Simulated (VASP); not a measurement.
# ZrMoSe4 (P2/m) in VASP: further runs, part 2 of 2

VASP 6.6.1. The steps go on from the part before.

**3. Single point, PBE+U, collinear spin**

POSCAR

```
ZrMoSe4
1.0
    6.0969730000      0.0000000000      0.0000000000
    0.0000000000      3.6671790000      0.0000000000
    0.0000000000      0.0000000000      6.1969230000
Se Mo Zr
4 1 1
Direct
    0.2500000000      0.0000000000      0.3300000000
    0.7500000000      0.0000000000      0.6700000000
    0.2500000000      0.5000000000      0.8300000000
    0.7500000000      0.5000000000      0.1700000000
    0.0000000000      0.0000000000      0.0000000000
    0.0000000000      0.5000000000      0.5000000000
```

INCAR.step1

```
  PREC = Accurate
  ENCUT = 520
  EDIFF = 1E-6
  ISMEAR = -1
  SIGMA = 0.1
  LREAL = F
  LASPH = T
  NELM = 150
  ALGO = Normal
  ISIF = 2
  LWAVE = F
  LCHARG = T
  ISPIN = 2
  MAGMOM = 0 0 0 0 2 0
  LMAXMIX = 4
  LDAU = T
  LDAUTYPE = 2
  LDAUL = -1 2 -1
  LDAUU = 0 2.5 0
  LDAUJ = 0 0 0
  LDAUPRINT = 1
  GGA = PE
  NBANDS = 38
```

KPOINTS.step1

```
Automatic mesh
0
Gamma
  3 5 3
  0 0 0.5
```

INCAR.step2

```
  PREC = Accurate
  ENCUT = 520
  EDIFF = 1E-6
  ISMEAR = -5
  SIGMA = 0.1
  LREAL = F
  LASPH = T
  NELM = 150
  ALGO = Normal
  ISIF = 2
  LWAVE = F
  LCHARG = F
  ISPIN = 2
  MAGMOM = 0 0 0 0 2 0
  LORBIT = 11
  LMAXMIX = 4
  LDAU = T
  LDAUTYPE = 2
  LDAUL = -1 2 -1
  LDAUU = 0 2.5 0
  LDAUJ = 0 0 0
  LDAUPRINT = 1
  GGA = PE
  NBANDS = 38
  NEDOS = 2001
  ICHARG = 11
```

KPOINTS.step2

```
Automatic mesh
0
Gamma
  5 8 5
```

Potentials or basis: VASP PAW PBE potentials, release 64 (Se, Mo_sv, Zr_sv).

Command:

```console
$ cat potpaw_PBE.64/Se/POTCAR potpaw_PBE.64/Mo_sv/POTCAR potpaw_PBE.64/Zr_sv/POTCAR > POTCAR
$ cp INCAR.step1 INCAR
$ cp KPOINTS.step1 KPOINTS
$ mpirun -np 1 vasp_std > vasp.out
$ cp INCAR.step2 INCAR
$ cp KPOINTS.step2 KPOINTS
$ mpirun -np 1 vasp_std > vasp.out
```

OUTCAR:

```text
PREC = Accurate
   ENCUT = 520
   EDIFF = 1E-6
   ISMEAR = -5
   LREAL = F
   LASPH = T
   NELM = 150
   ISIF = 2
   ISPIN = 2
   LORBIT = 11
   GGA = PE
   ICHARG = 11

 ion  position               nearest neighbor table
   1  0.250  0.000  0.330-   5 2.55   6 2.61   6 2.61
   2  0.750  0.000  0.670-   5 2.55   6 2.61   6 2.61
   3  0.250  0.500  0.830-   6 2.55   5 2.61   5 2.61
   4  0.750  0.500  0.170-   6 2.55   5 2.61   5 2.61
   5  0.000  0.000  0.000-   1 2.55   2 2.55   3 2.61   4 2.61   3 2.61   4 2.61   6 3.60   6 3.60
                             6 3.60   6 3.60
   6  0.000  0.500  0.500-   3 2.55   4 2.55   1 2.61   2 2.61   1 2.61   2 2.61   5 3.60   5 3.60
                             5 3.60   5 3.60

  LATTYP: Found a simple orthorhombic cell.
 ALAT       =     3.6671790000
 B/A-ratio  =     1.6625785106
 C/A-ratio  =     1.6898337932

  Lattice vectors:

 A1 = (   0.0000000000,  -3.6671790000,   0.0000000000)
 A2 = (   6.0969730000,   0.0000000000,   0.0000000000)
 A3 = (   0.0000000000,   0.0000000000,   6.1969230000)

Analysis of symmetry for initial positions (statically):
=====================================================================
 Subroutine PRICEL returns:
 Original cell was already a primitive cell.

 Routine SETGRP: Setting up the symmetry group for a
 simple orthorhombic supercell.

 Subroutine GETGRP returns: Found  4 space group operations
 (whereof  4 operations were pure point group operations)
 out of a pool of  8 trial point group operations.

The static configuration has the point symmetry C_2h.

Analysis of symmetry for dynamics (positions and initial velocities):
=====================================================================
 Subroutine PRICEL returns:
 Original cell was already a primitive cell.

 Routine SETGRP: Setting up the symmetry group for a
 simple orthorhombic supercell.

 Subroutine GETGRP returns: Found  4 space group operations
[... 209 lines left out ...]

  energy without entropy =      -35.53447771  energy(sigma->0) =      -35.53447771

 E-fermi :   5.0555     XC(G=0):  -9.9621

 val. band max:        5.1446302845   @ k =   0.2000   0.0000   0.0000
 cond. band min:       5.0376805354   @ k =   0.0000   0.3750   0.4000
 fundamental gap:     -0.1069497491
 Fermi energy:         5.0555249308

 spin component 1

 k-point     1 :       0.0000    0.0000    0.0000
  band No.  band energies     occupation
      1     -56.7988      1.00000
      2     -43.9642      1.00000
      3     -31.0155      1.00000
      4     -30.9202      1.00000
      5     -30.9074      1.00000
      6     -22.1413      1.00000
[... 1913 lines left out ...]
     36      12.1720      0.00000
     37      12.4199      0.00000

 [... further k-points ...]

 [bands above 37 left out]

------------------------ aborting loop because EDIFF is reached ----------------------------------------

  FORCE on cell =-STRESS in cart. coord.  units (eV):
  Direction    XX          YY          ZZ          XY          YZ          ZX
  --------------------------------------------------------------------------------------
  -------------------------------------------------------------------------------------
  Total        7.5905286      5.8035412      6.5708313      0.0000000      0.0000000      2.3021945
  in kB       87.7728346     67.1090630     75.9815970      0.0000000      0.0000000     26.6213523
  external PRESSURE =      76.9544982 kB  Pullay stress =       0.0000000 kB

 VOLUME and BASIS-vectors are now :
 -----------------------------------------------------------------------------
  energy-cutoff  :      520.00
  volume of cell :      138.56
      direct lattice vectors                 reciprocal lattice vectors
     6.096973000  0.000000000  0.000000000     0.164015816  0.000000000  0.000000000
     0.000000000  3.667179000  0.000000000     0.000000000  0.272689171  0.000000000
     0.000000000  0.000000000  6.196923000     0.000000000  0.000000000  0.161370409

 POSITION                                       TOTAL-FORCE (eV/Angst)
 -----------------------------------------------------------------------------------
      1.52424      0.00000      2.04498         1.303115     -0.000000     -0.251703
      4.57273      0.00000      4.15194        -1.303115     -0.000000      0.251703
      1.52424      1.83359      5.14345         0.928296      0.000000      0.985451
      4.57273      1.83359      1.05348        -0.928296     -0.000000     -0.985451
      0.00000      0.00000      0.00000        -0.000000     -0.000000      0.000000
      0.00000      1.83359      3.09846        -0.000000     -0.000000      0.000000
 -----------------------------------------------------------------------------------
    total drift:                               -0.000000      0.000000      0.000000

  FREE ENERGIE OF THE ION-ELECTRON SYSTEM (eV)
  ---------------------------------------------------
  free  energy   TOTEN  =       -35.5344777052 eV

  energy  without entropy=      -35.5344777052  energy(sigma->0) =      -35.53447771

 total charge

# of ion       s       p       d       tot
------------------------------------------
    1        1.469   2.409   0.042   3.920
    2        1.469   2.409   0.042   3.920
    3        1.470   2.379   0.042   3.891
    4        1.470   2.379   0.042   3.891
    5        2.269   6.163   3.759  12.191
    6        2.192   6.027   1.633   9.852
--------------------------------------------------
tot         10.339  21.766   5.560  37.666

 magnetization (x)

# of ion       s       p       d       tot
------------------------------------------
    1       -0.001  -0.063   0.005  -0.058
    2       -0.001  -0.063   0.005  -0.058
    3       -0.001  -0.075   0.007  -0.069
    4       -0.001  -0.075   0.007  -0.069
    5        0.033   0.022   1.946   2.001
    6        0.008  -0.006   0.075   0.078
--------------------------------------------------
tot          0.039  -0.259   2.045   1.825
```

OSZICAR.step1:

```text
N       E                     dE             d eps       ncg     rms          rms(c)
DAV:   1     0.381018920161E+03    0.38102E+03   -0.23705E+04  2352   0.121E+03
DAV:   2    -0.118317770375E+02   -0.39285E+03   -0.37655E+03  2728   0.312E+02
DAV:   3    -0.365468814163E+02   -0.24715E+02   -0.24289E+02  3336   0.667E+01
DAV:   4    -0.378106244536E+02   -0.12637E+01   -0.12577E+01  3388   0.112E+01
DAV:   5    -0.378434577062E+02   -0.32833E-01   -0.32832E-01  2970   0.141E+00    0.242E+01
DAV:   6    -0.367343505831E+02    0.11091E+01   -0.14113E+01  2412   0.184E+01    0.133E+01
DAV:   7    -0.356322806967E+02    0.11021E+01   -0.55721E+00  2412   0.143E+01    0.779E+00
DAV:   8    -0.354727613476E+02    0.15952E+00   -0.10855E+00  2592   0.423E+00    0.323E+00
DAV:   9    -0.355366802234E+02   -0.63919E-01   -0.27636E-01  2676   0.216E+00    0.120E+00
DAV:  10    -0.355436243559E+02   -0.69441E-02   -0.21499E-02  2766   0.748E-01    0.604E-01
DAV:  11    -0.355466570420E+02   -0.30327E-02   -0.86414E-03  2698   0.506E-01    0.268E-01
DAV:  12    -0.355470480233E+02   -0.39098E-03   -0.11230E-03  2796   0.180E-01    0.125E-01
DAV:  13    -0.355472043283E+02   -0.15630E-03   -0.27087E-04  2662   0.744E-02    0.525E-02
DAV:  14    -0.355472654483E+02   -0.61120E-04   -0.57067E-05  2728   0.343E-02    0.245E-02
DAV:  15    -0.355472776051E+02   -0.12157E-04   -0.12711E-05  2710   0.159E-02    0.121E-02
DAV:  16    -0.355472816291E+02   -0.40240E-05   -0.54007E-06  2406   0.958E-03    0.510E-03
DAV:  17    -0.355472822356E+02   -0.60647E-06   -0.78519E-07  1648   0.416E-03
   1 F= -.35547282E+02 E0= -.35520374E+02  d E =-.538157E-01  mag=     2.0298
```

Run time: 10 min. Hardware: 1 thread of Oxide Virtual Turin-like, shared host; peak memory 0.61 GiB.

What came out:

```yaml
Net_moment: 2.03 μB per cell
Site_moments: Se -0.06, -0.07 (each value once); Mo +2.00; Zr +0.08 μB
Valence_electrons_inside_the_program's_atomic_spheres: Se 3.92, 3.89 (each value once); Mo 12.19; Zr 9.85
```

Eigenvalues of the final occupation matrices:
```tsv
site	spin	trace	eigenvalues
site 5 d	1	2.89	0.38 0.43 0.61 0.66 0.82
site 5 d	2	0.92	0.08 0.11 0.11 0.30 0.32
```

Caveat: this functional lacks dispersion, which binds layers or chains, so the pressure and a relaxed spacing across them are unreliable.
